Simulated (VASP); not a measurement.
H10SO4: single point with PBE+D3(BJ)

The system is H10SO4.

```
CELL_PARAMETERS angstrom
5.64622 0.00000 0.00000
0.00000 5.64622 0.00000
0.00000 0.00000 5.64622
ATOMIC_POSITIONS crystal
O 0.79312 0.49945 0.81295
O 0.30181 0.69820 0.13119
O 0.12353 0.95721 0.74770
O 0.66174 0.79680 0.47069
H 0.71843 0.61737 0.68595
H 0.91691 0.40324 0.74609
H 0.31361 0.77494 0.97830
H 0.33502 0.52511 0.09982
H 0.14034 0.98719 0.57771
H 0.00843 0.81917 0.73573
H 0.51643 0.75601 0.37370
H 0.72904 0.94469 0.42685
H 0.85858 0.44986 0.23246
H 0.94637 0.18411 0.00592
S 0.97246 0.22491 0.25426
```

```
Program                : VASP 6.6.1
Task                   : single point
Functional             : PBE
Dispersion             : D3(BJ)
Potentials or basis    : VASP PAW PBE potentials, release 64 (O, H, S)
Cutoff                 : 520 eV
k mesh                 : 1 × 1 × 1
Occupations            : fermi-dirac, width 0.02 eV
Spin                   : no spin polarisation
Dipole correction      : no
Further INCAR settings : LREAL = Auto; ALGO = Normal; EDIFF = 1e-07; NBANDS = 33
```

The pressure is -2.3 GPa and the largest force is 2.636 eV/Å. The band gap on the k mesh is 3.88 eV and the dispersion energy per atom is -0.039 eV.

Forces in eV/Å, atoms in the order of the input:
```
O   -1.456  1.938 -0.527
O    0.484 -1.767  0.615
O   -1.085 -1.331 -0.708
O   -1.518 -2.131  0.328
H    1.226 -1.491  0.847
H    0.271 -0.154 -0.732
H   -0.034  0.411 -0.494
H   -0.442  1.447  0.257
H    0.396  0.344  0.090
H    0.703  0.907  0.721
H    0.963  0.696  0.032
H    0.324  1.400 -0.778
H    0.737 -1.330  0.195
H    0.229 -0.032  1.772
S   -0.800  1.094 -1.617
```

Stress tensor (GPa, compression positive):
```
-1.08  1.22 -1.26
 1.22 -3.29 -0.96
-1.26 -0.96 -2.61
```

Levels at points of the mesh, in eV from the valence-band top:
```
           k point  band 17  band 18  band 19  band 20  band 21  band 22  band 23  band 24
(0.00, 0.00, 0.00)    -1.31    -1.15    -0.79     0.00     3.88     5.18     6.65     8.10
```

Run time: 16 s on 1 thread of Intel(R) Xeon(R) Platinum 8488C (Sapphire Rapids), with other jobs on the host, peak memory 0.24 GiB.

Caveat: the k points lie up to 1.11 Å⁻¹ apart.
